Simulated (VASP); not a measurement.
Set up this calculation in VASP 6.6.1, as the native input.

* Task: relaxation of cell and atoms
* Functional: PBE
* Dispersion: D3(BJ)
* Potentials or basis: VASP PAW PBE potentials, release 64 (Al, P)
* Cutoff: 600 eV
* k mesh: 12 × 4 × 8
* Occupations: gaussian, width 0.1 eV
* Spin: no spin polarisation
* Dipole correction: no
* Further INCAR settings: ALGO = Fast; EDIFF = 1e-06; IBRION = 2; EDIFFG = -0.01; NSW = 100; ISIF = 3

The structure of AlP8 lies in POSCAR:

```
AlP8
1.0
    3.2418896813      0.0000000000      0.0000000000
    0.0000000000     10.8905202914      0.0000000000
    0.0000000000      0.0000000000      4.5086656434
Al P
1 8
Direct
    0.0000000000      0.0000000000      0.7042004611
    0.5000000000      0.8519862998      0.4331201670
    0.0000000000      0.8413047281      0.0735819263
    0.5000000000      0.6493486112      0.5661818666
    0.0000000000      0.6470002850      0.9050158146
    0.5000000000      0.3506513888      0.5661818666
    0.0000000000      0.3529997150      0.9050158146
    0.5000000000      0.1480137002      0.4331201670
    0.0000000000      0.1586952719      0.0735819263
```

These files were run (other wordings do the same):

INCAR

```
PREC = Accurate
ENCUT = 600
EDIFF = 1E-6
ISMEAR = 0
SIGMA = 0.1
LREAL = F
LASPH = T
NELM = 80
ALGO = Fast
ISIF = 3
LWAVE = F
LCHARG = F
GGA = PE
IVDW = 12
IBRION = 2
NSW = 100
EDIFFG = -0.01
```

KPOINTS

```
regular mesh
0
Gamma
  12 4 8
```

Potentials or basis: VASP PAW PBE potentials, release 64 (Al, P).

Command:

```sh
$ cat potpaw_PBE.64/Al/POTCAR potpaw_PBE.64/P/POTCAR > POTCAR
$ mpirun -np 1 vasp_std > vasp.out
```

Results of the run:

```
Relaxed volume                        : 17.70 Å³/atom
Relaxed cell                          : a = 3.214 Å, b = 10.957 Å, c = 4.525 Å, α = 90.00°, β = 90.00°, γ = 90.00°
Space group after relaxing (to 0.1 Å) : Pmm2 (No. 25)
Energy gained by relaxing             : 1.2 meV/atom
Ionic steps                           : 10
Pressure after relaxing               : 0.0 GPa
Largest force after relaxing          : 0.009 eV/Å
Band gap on the k mesh                : zero (an odd number of electrons rules out a gap without spin polarisation)
Dispersion energy per atom            : -0.389 eV
```

Wall time 57 min on 1 thread of Oxide Virtual Turin-like Processor (shared host), peak memory 0.55 GiB.
